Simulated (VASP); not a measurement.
# SrMn4As2 (R-3m) in VASP: further runs

SrMn4As2 is run at these levels: PBE; tasks: single point.

Program: VASP 6.6.1. These are calculated values, not measurements. Logs are shortened: lines on timing, memory, paths and dates and some standing lists are left out, and cuts for length are marked.

## Step 1: The cell of the first run

It takes space group R-3m (No. 166, trigonal). The conventional cell has a = 4.228 Å, b = 4.228 Å, c = 23.593 Å, α = 90.00°, β = 90.00°, γ = 120.00°. Within 4.2 Å of Sr (site symmetry -3m) lie 6 As at 3.17 Å and 8 Mn at 3.38 to 3.48 Å. As (site symmetry 3m) has 7 Mn at 2.45 to 2.79 Å and 3 Sr at 3.17 Å within 3.2 Å. Within 3.2 Å of Mn (site symmetry 3m) lie 4 As at 2.45 to 2.79 Å and 9 Mn at 2.60 to 3.16 Å. Mn (site symmetry 3m) has 3 As at 2.48 Å and 7 Mn at 2.60 to 3.16 Å within 3.3 Å.

## Step 2: Single point, PBE

Contents of INCAR:

```
SYSTEM = SrMn4As2
  PREC = Accurate
  ENCUT = 520
  EDIFF = 1E-6
  ISMEAR = -1
  SIGMA = 0.1
  LREAL = .FALSE.
  LASPH = .TRUE.
  NELM = 80
  ALGO = Normal
  ISIF = 2
  LWAVE = .FALSE.
  LCHARG = .TRUE.
  GGA = PE
  LELF = .TRUE.
  LVHAR = .TRUE.
  NBANDS = 45
```

Contents of KPOINTS:

```
Automatic mesh
0
G
  5 5 5
  0 0 0
```

Contents of POSCAR:

```
SrMn4As2
1.0
    2.1141010000      3.6617260000      0.0000000000
   -2.1141010000      3.6617260000      0.0000000000
    0.0000000000     -2.4411500000      7.8642040000
Sr As Mn
1 2 4
Direct
    0.0000000000      0.0000000000      0.0000000000
    0.2474000000      0.2474000000      0.7422000000
    0.7526000000      0.7526000000      0.2578000000
    0.1434000000      0.1434000000      0.4302000000
    0.8566000000      0.8566000000      0.5698000000
    0.4385000000      0.4385000000      0.3155000000
    0.5615000000      0.5615000000      0.6845000000
```

Potentials or basis: VASP PAW PBE potentials, release 64 (Sr_sv, As, Mn_pv).

Started as:

```console
$ cat potpaw_PBE.64/Sr_sv/POTCAR potpaw_PBE.64/As/POTCAR potpaw_PBE.64/Mn_pv/POTCAR > POTCAR
$ mpirun -np 1 vasp_std > vasp.out
```

OUTCAR:

```text
SYSTEM = SrMn4As2
   PREC = Accurate
   ENCUT = 520
   EDIFF = 1E-6
   ISMEAR = -1
   LREAL = .FALSE.
   LASPH = .TRUE.
   NELM = 80
   ISIF = 2
   GGA = PE

 ion  position               nearest neighbor table
   1  0.000  0.000  0.000-   2 3.17   3 3.17   3 3.17   3 3.17   2 3.17   2 3.17   4 3.38   5 3.38
                             6 3.48   7 3.48   7 3.48   6 3.48   7 3.48   6 3.48
   2  0.247  0.247  0.742-   4 2.45   7 2.48   7 2.48   7 2.48   5 2.79   5 2.79   5 2.79   1 3.17
                             1 3.17   1 3.17
   3  0.753  0.753  0.258-   5 2.45   6 2.48   6 2.48   6 2.48   4 2.79   4 2.79   4 2.79   1 3.17
                             1 3.17   1 3.17
   4  0.143  0.143  0.430-   2 2.45   6 2.60   6 2.60   6 2.60   5 2.68   5 2.68   5 2.68   3 2.79
                             3 2.79   3 2.79   7 3.16   7 3.16   7 3.16   1 3.38
   5  0.857  0.857  0.570-   3 2.45   7 2.60   7 2.60   7 2.60   4 2.68   4 2.68   4 2.68   2 2.79
                             2 2.79   2 2.79   6 3.16   6 3.16   6 3.16   1 3.38
   6  0.438  0.438  0.316-   3 2.48   3 2.48   3 2.48   4 2.60   4 2.60   4 2.60   7 2.90   5 3.16
                             5 3.16   5 3.16   1 3.48   1 3.48   1 3.48
   7  0.562  0.562  0.684-   2 2.48   2 2.48   2 2.48   5 2.60   5 2.60   5 2.60   6 2.90   4 3.16
                             4 3.16   4 3.16   1 3.48   1 3.48   1 3.48

  LATTYP: Found a trigonal (rhomboedric) cell.
 ALAT       =     8.2343751046
 COS(alpha) =     0.8681682050

  Lattice vectors:

 A1 = (   2.1141010000,   1.2205760000,   7.8642040000)
 A2 = (  -2.1141010000,   1.2205760000,   7.8642040000)
 A3 = (   0.0000000000,  -2.4411500000,   7.8642040000)

Analysis of symmetry for initial positions (statically):
=====================================================================
 Subroutine PRICEL returns:
 Original cell was already a primitive cell.

 Routine SETGRP: Setting up the symmetry group for a
 trigonal (rhombohedral) supercell.

 Subroutine GETGRP returns: Found 12 space group operations
 (whereof 12 operations were pure point group operations)
 out of a pool of 12 trial point group operations.

The static configuration has the point symmetry D_3d.

Analysis of symmetry for dynamics (positions and initial velocities):
=====================================================================
 Subroutine PRICEL returns:
 Original cell was already a primitive cell.

 Routine SETGRP: Setting up the symmetry group for a
 trigonal (rhombohedral) supercell.

 Subroutine GETGRP returns: Found 12 space group operations
 (whereof 12 operations were pure point group operations)
 out of a pool of 12 trial point group operations.

The dynamic configuration has the point symmetry D_3d.

 Subroutine INISYM returns: Found 12 space group operations
 (whereof 12 operations are pure point group operations),
 and found     1 'primitive' translations

----------------------------------------------------------------------------------------

                                     Primitive cell

  volume of cell :     121.7577

  direct lattice vectors                    reciprocal lattice vectors
     2.114101000  3.661726000  0.000000000     0.236507149  0.136547628  0.042386139
    -2.114101000  3.661726000  0.000000000    -0.236507149  0.136547628  0.042386139
     0.000000000 -2.441150000  7.864204000     0.000000000  0.000000000  0.127158451

  length of vectors
     4.228198238  4.228198238  8.234374164     0.276364743  0.276364743  0.127158451

  position of ions in fractional coordinates (direct lattice)
     0.000000000  0.000000000  0.000000000
     0.247400000  0.247400000  0.742200000
     0.752600000  0.752600000  0.257800000
     0.143400000  0.143400000  0.430200000
     0.856600000  0.856600000  0.569800000
     0.438500000  0.438500000  0.315500000
     0.561500000  0.561500000  0.684500000

  ion indices of the primitive-cell ions
   primitive index   ion index
                 1           1
                 2           2
                 3           3
                 4           4
                 5           5
                 6           6
                 7           7

----------------------------------------------------------------------------------------

 KPOINTS: Automatic mesh

Automatic generation of k-mesh.
 Grid dimensions read from file:
 generate k-points for:    5    5    5

 Generating k-lattice:

  Cartesian coordinates                     Fractional coordinates (reciprocal lattice)
     0.047301430  0.027309526  0.008477228     0.200000000 -0.000000000  0.000000000
    -0.047301430  0.027309526  0.008477228    -0.000000000  0.200000000  0.000000000
     0.000000000  0.000000000  0.025431690     0.000000000  0.000000000  0.200000000

  Length of vectors
     0.055272949  0.055272949  0.025431690

  Shift w.r.t. Gamma in fractional coordinates (k-lattice)
     0.000000000  0.000000000  0.000000000

 Subroutine IBZKPT returns following result:
 ===========================================

 Found     19 irreducible k-points:

 Following reciprocal coordinates:
            Coordinates               Weight
  0.000000  0.000000  0.000000      1.000000
  0.200000  0.000000  0.000000      6.000000
  0.400000  0.000000  0.000000      6.000000
  0.200000  0.200000  0.000000      6.000000
  0.400000  0.200000  0.000000     12.000000
 -0.400000  0.200000  0.000000     12.000000
[... 11 lines left out ...]
  0.000000  0.000000  0.400000      2.000000
  0.200000  0.000000  0.400000      6.000000
   k-points           NKPTS =     19   k-points in BZ     NKDIM =     19   number of bands    NBANDS=     45
   number of dos      NEDOS =    301   number of ions     NIONS =      7
   total plane-waves  NPLWV =  65536
   dimension x,y,z NGX =    32 NGY =   32 NGZ =   64
   dimension x,y,z NGXF=    64 NGYF=   64 NGZF=  128
   ions per type =               1   2   4
   NGX,Y,Z   is equivalent  to a cutoff of  12.58, 12.58, 12.92 a.u.
   NGXF,Y,Z  is equivalent  to a cutoff of  25.16, 25.16, 25.84 a.u.
 SYSTEM =  SrMn4As2
   PREC   = accura    normal or accurate (medium, high low for compatibility)
   ISTART =      0    job   : 0-new  1-cont  2-samecut
   ICHARG =      2    charge: 1-file 2-atom 10-const
   ISPIN  =      1    spin polarized calculation?
   LNONCOLLINEAR =      F non collinear calculations
   LSORBIT =      F    spin-orbit coupling
   LASPH  =      T    aspherical Exc in radial PAW
   ENCUT  =  520.0 eV  38.22 Ry    6.18 a.u.   7.86  7.86 15.31*2*pi/ulx,y,z
   NELM   =     80;   NELMIN=  2; NELMDL= -5     # of ELM steps
   EDIFF  = 0.1E-05   stopping-criterion for ELM
   LREAL  =      F    real-space projection
   EDIFFG = 0.1E-04   stopping-criterion for IOM
   NSW    =      0    number of steps for IOM
   IBRION =     -1    ionic relax: 0-MD 1-quasi-New 2-CG
   NFREE  =      0    steps in history (QN), initial steepest desc. (CG)
   ISIF   =      2    stress and relaxation
   ISYM   =      2    0-nonsym 1-usesym 2-fastsym
   POTIM  = 0.5000    time-step for ionic-motion
   TEBEG  =    0.0;   TEEND  =   0.0 temperature during run
   PSTRESS=    0.0 pullay stress
   NELECT =      72.0000    total number of electrons
   NUPDOWN=      -1.0000    fix difference up-down
   EMIN   =  10.00;   EMAX   =-10.00  energy-range for DOS
   EFERMI =   0.00;   METHOD = LEGACY
   ISMEAR =    -1;   SIGMA  =   0.10  broadening in eV -4-tet -1-fermi 0-gaus
   EFERMI_NEDOS =   21; number of points for ismear=-14 and -15
   IALGO  =     38    algorithm
   IMIX   =      4    mixing-type and parameters
     AMIX     =   0.40;   BMIX     =  1.00
     AMIX_MAG =   1.60;   BMIX_MAG =  1.00
  volume/ion in A,a.u.               =      17.39       117.38
  Fermi-wavevector in a.u.,A,eV,Ry     =   1.374106  2.596684 25.690073  1.888167
  Thomas-Fermi vector in A             =   2.499563
   LORBIT       =      0    0 simple, 1 ext, 2 COOP (PROOUT), +10 PAW based schemes
   GGA     = PE    functional components
   LHFCALC =     F    Hartree Fock is set to
   AEXX    =    0.0000 exact exchange contribution
   IVDW    =     0    specifies the selected vdW correction
   LEPSILON=     F    determine dielectric tensor
   LRPA    =     F    only Hartree local field effects (RPA)
 non-spin polarized calculation
  energy-cutoff  :      520.00
  volume of cell :      121.76
 maximum number of plane-waves:      3295
   NGX = 15   NGY = 15   NGZ = 31

 number of electron      71.9999996 magnetization

 Free energy of the ion-electron system (eV)
  ---------------------------------------------------
  ext. energy  EPLUGINS =         0.00000000
  ---------------------------------------------------
  free energy    TOTEN  =       -47.01424597 eV

  energy without entropy =      -46.56124131  energy(sigma->0) =      -46.78774364

 E-fermi :   6.3203     XC(G=0): -11.1780

 val. band max:        6.3175107622   @ k =   0.4000   0.0000   0.0000
 cond. band min:       6.3516715980   @ k =  -0.4000   0.2000   0.2000
 fundamental gap:      0.0341608358
 Fermi energy:         6.3202972416

 k-point     1 :       0.0000    0.0000    0.0000
  band No.  band energies     occupation
      1     -41.7562      2.00000
      2     -41.7562      2.00000
      3     -41.6750      2.00000
      4     -41.6750      2.00000
      5     -41.6003      2.00000
      6     -41.5794      2.00000
[... 37 lines left out ...]
     44       8.5437      0.00000
     45       8.9441      0.00000

 k-point     2 :       0.2000    0.0000    0.0000
  band No.  band energies     occupation
      1     -41.7651      2.00000
      2     -41.7526      2.00000
      3     -41.6812      2.00000
      4     -41.6715      2.00000
      5     -41.5937      2.00000
      6     -41.5881      2.00000
[... 37 lines left out ...]
     44       8.2255      0.00000
     45       8.6443      0.00000

 k-point     3 :       0.4000    0.0000    0.0000
  band No.  band energies     occupation
      1     -41.7776      2.00000
      2     -41.7453      2.00000
      3     -41.6882      2.00000
      4     -41.6678      2.00000
      5     -41.6023      2.00000
      6     -41.5896      2.00000
[... 757 lines left out ...]
     44       8.5534      0.00000
     45       8.8023      0.00000

 k-point    19 :       0.2000    0.0000    0.4000
  band No.  band energies     occupation
      1     -41.7651      2.00000
      2     -41.7526      2.00000
      3     -41.6812      2.00000
      4     -41.6715      2.00000
      5     -41.5937      2.00000
      6     -41.5881      2.00000
[... 37 lines left out ...]
     44       8.3261      0.00000
     45       8.9224      0.00000

------------------------ aborting loop because EDIFF is reached ----------------------------------------

  FORCE on cell =-STRESS in cart. coord.  units (eV):
  Direction    XX          YY          ZZ          XY          YZ          ZX
  --------------------------------------------------------------------------------------
  -------------------------------------------------------------------------------------
  Total      -11.5530205    -11.5529931     -6.3067686      0.0000000     -0.0000005      0.0000000
  in kB     -152.0231700   -152.0228092    -82.9891163      0.0000000     -0.0000070      0.0000000
  external PRESSURE =    -129.0116985 kB  Pullay stress =       0.0000000 kB

 VOLUME and BASIS-vectors are now :
 -----------------------------------------------------------------------------
  energy-cutoff  :      520.00
  volume of cell :      121.76
      direct lattice vectors                 reciprocal lattice vectors
     2.114101000  3.661726000  0.000000000     0.236507149  0.136547628  0.042386139
    -2.114101000  3.661726000  0.000000000    -0.236507149  0.136547628  0.042386139
     0.000000000 -2.441150000  7.864204000     0.000000000  0.000000000  0.127158451

 POSITION                                       TOTAL-FORCE (eV/Angst)
 -----------------------------------------------------------------------------------
      0.00000      0.00000      0.00000         0.000000     -0.000000     -0.000000
      0.00000      0.00000      5.83681         0.000000     -0.000000     -0.233728
      0.00000      4.88230      2.02739         0.000000      0.000000      0.233728
      0.00000      0.00000      3.38318         0.000000      0.000000      0.093206
      0.00000      4.88230      4.48102         0.000000     -0.000000     -0.093206
      0.00000      2.44115      2.48116         0.000000      0.000000      2.633854
      0.00000      2.44115      5.38305         0.000000     -0.000000     -2.633854
 -----------------------------------------------------------------------------------
    total drift:                               -0.000000     -0.000000      0.000000

  FREE ENERGIE OF THE ION-ELECTRON SYSTEM (eV)
  ---------------------------------------------------
  free  energy   TOTEN  =       -47.0142459684 eV

  energy  without entropy=      -46.5612413145  energy(sigma->0) =      -46.78774364
```

Wall time 2.3 min (1 thread of Intel Xeon Platinum 8175M at 2.50GHz (Skylake/Cascade Lake), shared host); peak memory 0.29 GiB.

Results:

- Free energy: -47.0142 eV
- Pressure: -12.9 GPa
- Largest force: 2.634 eV/Å
- Band gap on the k mesh: zero (band 36 reaches 6.64 eV, above the bottom of band 37 at 6.30 eV)

Forces on the atoms (eV/Å):
```
Sr   0.000  0.000  0.000
As   0.000  0.000 -0.234
As   0.000  0.000  0.234
Mn   0.000  0.000  0.093
Mn   0.000  0.000 -0.093
Mn   0.000  0.000  2.634
Mn   0.000  0.000 -2.634
```

Stress tensor (GPa, compression positive):
```
-15.20   0.00   0.00
  0.00 -15.20   0.00
  0.00   0.00  -8.30
```

Levels at points of the mesh, in eV from the Fermi level:
| k point | band 33 | band 34 | band 35 | band 36 | band 37 | band 38 | band 39 | band 40 |
| --- | --- | --- | --- | --- | --- | --- | --- | --- |
| (0.00, 0.00, 0.00) | -0.25 | -0.25 | -0.23 | 0.31 | 0.31 | 0.48 | 0.48 | 1.22 |

Caveat: forces of over 1 eV/Å act on the atoms, so gaps and moduli don't describe the material at rest. Spin polarisation is off, so any magnetic state and its effect on volume and gap are missing.

## Step 3: Single point, PBE

Contents of INCAR:

```
ALGO = Normal ; EDIFF = 1E-7
ENCUT = 520 ; GGA = PE
ISIF = 2 ; ISMEAR = -1
LASPH = True ; LCHARG = True
LELF = True ; LREAL = False
LVHAR = True ; LWAVE = False
NBANDS = 45 ; NELM = 60
PREC = Accurate ; SIGMA = 0.1
```

Contents of KPOINTS:

```
k-points
0
Gamma
  5 5 5
```

POSCAR is that of step 2.

Potentials or basis: VASP PAW PBE potentials, release 64 (Sr_sv, As, Mn_pv).

Started as:

```console
$ cat potpaw_PBE.64/Sr_sv/POTCAR potpaw_PBE.64/As/POTCAR potpaw_PBE.64/Mn_pv/POTCAR > POTCAR
$ mpirun -np 1 vasp_std > vasp.out
```

Wall time 2.7 min (1 thread of Intel Xeon Platinum 8175M at 2.50GHz (Skylake/Cascade Lake), shared host); peak memory 0.29 GiB.

It converged, with:

- Free energy: -47.0142 eV
- Pressure: -12.9 GPa
- Largest force: 2.634 eV/Å
- Band gap on the k mesh: zero (band 36 reaches 6.64 eV, above the bottom of band 37 at 6.30 eV)

Forces in eV/Å, atoms in the order of the input:
```
Sr   0.000  0.000  0.000
As   0.000  0.000 -0.234
As   0.000  0.000  0.234
Mn   0.000  0.000  0.093
Mn   0.000  0.000 -0.093
Mn   0.000  0.000  2.634
Mn   0.000  0.000 -2.634
```

Stress tensor (GPa, compression positive):
```
-15.22   0.00   0.00
  0.00 -15.22   0.00
  0.00   0.00  -8.31
```

Levels at points of the mesh, in eV from the Fermi level:
| k point | band 34 | band 35 | band 36 | band 37 | band 38 | band 39 |
| --- | --- | --- | --- | --- | --- | --- |
| (0.00, 0.00, 0.00) | -0.25 | -0.23 | 0.31 | 0.31 | 0.48 | 0.48 |

Caveat: forces of over 1 eV/Å act on the atoms, so gaps and moduli don't describe the material at rest. Spin polarisation is off, so any magnetic state and its effect on volume and gap are missing.

(Continued in part 2 of 2.)
